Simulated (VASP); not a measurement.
# WS2 (P4_2/mnm) in VASP: single point with PBEsol

Aim: the single point of WS2 with PBEsol.

Everything below comes from runs of VASP 6.6.1. Logs are shortened: lines on timing, memory, paths and dates and some standing lists are left out, and cuts for length are marked.

## 1. The cell of the first run

It takes space group P4_2/mnm (No. 136, tetragonal). Conventional cell: a = 5.823 Å, b = 5.823 Å, c = 3.179 Å, α = 90.00°, β = 90.00°, γ = 90.00°. Within 3.1 Å of W (site symmetry mmm) lie 6 S at 2.35 to 2.38 Å. S (site symmetry m2m) has 3 W at 2.35 to 2.38 Å within 3.1 Å.

## 2. Single point, PBEsol

INCAR

```
ALGO     = Normal         # electronic algorithm
EDIFF    = 1E-6           # SCF threshold, eV
ENCUT    = 520            # plane-wave cutoff, eV
GGA      = PS             # functional
ISIF     = 2              # what is computed and relaxed
ISMEAR   = -1             # smearing method
LASPH    = T              # aspherical terms in the spheres
LCHARG   = T              # write CHGCAR
LELF     = T              # ELF
LREAL    = F              # projectors in reciprocal space
LVHAR    = T            
LWAVE    = F              # write WAVECAR
NBANDS   = 35             # bands
NELM     = 60             # most SCF steps
PREC     = Accurate       # precision mode
SIGMA    = 0.03           # smearing width, eV
```

KPOINTS

```
k-points
0
Gamma
  4 4 6
```

POSCAR

```
WS2
1.0
    5.8233240528      0.0000000000      0.0000000000
    0.0000000000      5.8233240528      0.0000000000
    0.0000000000      0.0000000000      3.1793358842
W S
2 4
Direct
    0.5000000000      0.5000000000      0.5000000000
    0.0000000000      0.0000000000      0.0000000000
    0.7147719876      0.7147719876      0.0000000000
    0.7852280124      0.2147719876      0.5000000000
    0.2852280124      0.2852280124      0.0000000000
    0.2147719876      0.7852280124      0.5000000000
```

Potentials or basis: VASP PAW PBE potentials, release 64 (W_sv, S).

On the command line:

```sh
cat potpaw_PBE.64/W_sv/POTCAR potpaw_PBE.64/S/POTCAR > POTCAR
mpirun -np 1 vasp_std > vasp.out
```

OUTCAR:

```text
EDIFF = 1E-6
   ENCUT = 520
   GGA = PS
   ISIF = 2
   ISMEAR = -1
   LASPH = T
   LREAL = F
   NELM = 60
   PREC = Accurate

 ion  position               nearest neighbor table
   1  0.500  0.500  0.500-   4 2.35   6 2.35   5 2.38   3 2.38   3 2.38   5 2.38
   2  0.000  0.000  0.000-   3 2.35   5 2.35   4 2.38   6 2.38   4 2.38   6 2.38
   3  0.715  0.715  0.000-   2 2.35   1 2.38   1 2.38
   4  0.785  0.215  0.500-   1 2.35   2 2.38   2 2.38
   5  0.285  0.285  0.000-   2 2.35   1 2.38   1 2.38
   6  0.215  0.785  0.500-   1 2.35   2 2.38   2 2.38

  LATTYP: Found a simple tetragonal cell.
 ALAT       =     5.8233240528
 C/A-ratio  =     0.5459658187

  Lattice vectors:

 A1 = (   5.8233240528,   0.0000000000,   0.0000000000)
 A2 = (   0.0000000000,   5.8233240528,   0.0000000000)
 A3 = (   0.0000000000,   0.0000000000,   3.1793358842)

Analysis of symmetry for initial positions (statically):
=====================================================================
 Subroutine PRICEL returns:
 Original cell was already a primitive cell.

 Routine SETGRP: Setting up the symmetry group for a
 simple tetragonal supercell.

 Subroutine GETGRP returns: Found 16 space group operations
 (whereof  8 operations were pure point group operations)
 out of a pool of 16 trial point group operations.

The static configuration has the point symmetry D_2h.
 The point group associated with its full space group is D_4h.

Analysis of symmetry for dynamics (positions and initial velocities):
=====================================================================
 Subroutine PRICEL returns:
 Original cell was already a primitive cell.

 Routine SETGRP: Setting up the symmetry group for a
 simple tetragonal supercell.

 Subroutine GETGRP returns: Found 16 space group operations
 (whereof  8 operations were pure point group operations)
 out of a pool of 16 trial point group operations.

The dynamic configuration has the point symmetry D_2h.
 The point group associated with its full space group is D_4h.

 Subroutine INISYM returns: Found 16 space group operations
 (whereof  8 operations are pure point group operations),
 and found     1 'primitive' translations

[... 100 lines left out ...]
   NELM   =     60;   NELMIN=  2; NELMDL= -5     # of ELM steps
   EDIFF  = 0.1E-05   stopping-criterion for ELM
   LREAL  =      F    real-space projection
   EDIFFG = 0.1E-04   stopping-criterion for IOM
   NSW    =      0    number of steps for IOM
   IBRION =     -1    ionic relax: 0-MD 1-quasi-New 2-CG
   NFREE  =      0    steps in history (QN), initial steepest desc. (CG)
   ISIF   =      2    stress and relaxation
   ISYM   =      2    0-nonsym 1-usesym 2-fastsym
   POTIM  = 0.5000    time-step for ionic-motion
   TEBEG  =    0.0;   TEEND  =   0.0 temperature during run
   PSTRESS=    0.0 pullay stress
   NELECT =      52.0000    total number of electrons
   NUPDOWN=      -1.0000    fix difference up-down
   EMIN   =  10.00;   EMAX   =-10.00  energy-range for DOS
   EFERMI =   0.00;   METHOD = LEGACY
   ISMEAR =    -1;   SIGMA  =   0.03  broadening in eV -4-tet -1-fermi 0-gaus
   EFERMI_NEDOS =   21; number of points for ismear=-14 and -15
   IALGO  =     38    algorithm
   IMIX   =      4    mixing-type and parameters
     AMIX     =   0.40;   BMIX     =  1.00
     AMIX_MAG =   1.60;   BMIX_MAG =  1.00
  volume/ion in A,a.u.               =      17.97       121.26
  Fermi-wavevector in a.u.,A,eV,Ry     =   1.283857  2.426137 22.426315  1.648288
  Thomas-Fermi vector in A             =   2.416085
   LORBIT       =      0    0 simple, 1 ext, 2 COOP (PROOUT), +10 PAW based schemes
   GGA     = PS    functional components
   LHFCALC =     F    Hartree Fock is set to
   AEXX    =    0.0000 exact exchange contribution
   IVDW    =     0    specifies the selected vdW correction
   LEPSILON=     F    determine dielectric tensor
   LRPA    =     F    only Hartree local field effects (RPA)
 non-spin polarized calculation
  energy-cutoff  :      520.00
  volume of cell :      107.81
 maximum number of plane-waves:      2952
 NGX is ok and might be reduce to    48
   NGX = 21   NGY = 21   NGZ = 11

 number of electron      51.9999999 magnetization

 Free energy of the ion-electron system (eV)
  ---------------------------------------------------
  ext. energy  EPLUGINS =         0.00000000
  ---------------------------------------------------
  free energy    TOTEN  =       -47.93441836 eV

  energy without entropy =      -47.93088064  energy(sigma->0) =      -47.93264950

 E-fermi :   7.1763     XC(G=0): -11.0892

 val. band max:        7.0781139132   @ k =   0.5000   0.5000   0.5000
 cond. band min:       7.2086354836   @ k =   0.2500   0.2500   0.3333
 fundamental gap:      0.1305215705
 Fermi energy:         7.1762869092

 k-point     1 :       0.0000    0.0000    0.0000
  band No.  band energies     occupation
      1     -67.4331      2.00000
      2     -67.4329      2.00000
      3     -31.7330      2.00000
      4     -31.7330      2.00000
      5     -31.6591      2.00000
      6     -31.6591      2.00000
[... 901 lines left out ...]
     34      11.0785      0.00000
     35      12.3325      0.00000

------------------------ aborting loop because EDIFF is reached ----------------------------------------

  FORCE on cell =-STRESS in cart. coord.  units (eV):
  Direction    XX          YY          ZZ          XY          YZ          ZX
  --------------------------------------------------------------------------------------
  -------------------------------------------------------------------------------------
  Total        0.1506073      0.1506073      0.0881269     -0.0000000      0.0000000      0.0000000
  in kB        2.2380935      2.2380935      1.3096064     -0.0000000      0.0000000      0.0000000
  external PRESSURE =       1.9285978 kB  Pullay stress =       0.0000000 kB

 VOLUME and BASIS-vectors are now :
 -----------------------------------------------------------------------------
  energy-cutoff  :      520.00
  volume of cell :      107.81
      direct lattice vectors                 reciprocal lattice vectors
     5.823324053  0.000000000  0.000000000     0.171723227  0.000000000  0.000000000
     0.000000000  5.823324053  0.000000000     0.000000000  0.171723227  0.000000000
     0.000000000  0.000000000  3.179335884     0.000000000  0.000000000  0.314531096

 POSITION                                       TOTAL-FORCE (eV/Angst)
 -----------------------------------------------------------------------------------
      2.91166      2.91166      1.58967        -0.000000      0.000000      0.000000
      0.00000      0.00000      0.00000        -0.000000      0.000000      0.000000
      4.16235      4.16235      0.00000         0.004229      0.004229      0.000000
      4.57264      1.25069      1.58967        -0.004229      0.004229      0.000000
      1.66098      1.66098      0.00000        -0.004229     -0.004229      0.000000
      1.25069      4.57264      1.58967         0.004229     -0.004229      0.000000
 -----------------------------------------------------------------------------------
    total drift:                                0.000000     -0.000000     -0.000000

  FREE ENERGIE OF THE ION-ELECTRON SYSTEM (eV)
  ---------------------------------------------------
  free  energy   TOTEN  =       -47.9344183564 eV

  energy  without entropy=      -47.9308806384  energy(sigma->0) =      -47.93264950
```

Wall time 2.6 min (1 thread of AMD EPYC 7R43 (Zen 3), shared host); peak memory 0.22 GiB.

What came out:

```
Free energy            : -47.9344 eV
Pressure               : 0.2 GPa
Largest force          : 0.006 eV/Å
Band gap on the k mesh : zero (band 26 reaches 7.82 eV, above the bottom of band 27 at 6.82 eV)
```

Forces on the atoms (eV/Å):
```
W    0.000  0.000  0.000
W    0.000  0.000  0.000
S    0.004  0.004  0.000
S   -0.004  0.004  0.000
S   -0.004 -0.004  0.000
S    0.004 -0.004  0.000
```

Levels at points of the mesh, in eV from the Fermi level:
```csv
k point,band 23,band 24,band 25,band 26,band 27,band 28,band 29,band 30
"(0.00, 0.00, 0.00)",-1.58,-1.16,-1.16,-0.29,-0.19,-0.19,0.24,2.29
"(0.50, 0.00, 0.00)",-1.89,-1.89,-1.01,-1.01,1.19,1.19,1.19,1.19
"(0.50, 0.50, 0.00)",-2.44,-2.44,-1.08,-1.08,-0.16,-0.16,2.32,2.32
"(0.00, 0.00, 0.50)",-2.96,-2.96,0.64,0.64,1.20,1.20,2.08,2.08
"(0.50, 0.00, 0.50)",-1.96,-1.96,-1.69,-1.69,1.78,1.78,2.09,2.09
"(0.50, 0.50, 0.50)",-1.83,-1.83,-0.10,-0.10,0.10,0.10,2.22,2.22
```

Caveat: the PAW data sets were made with another functional, which shifts forces and pressure a little; spin-orbit coupling is left out, which moves the levels of the heavy elements.
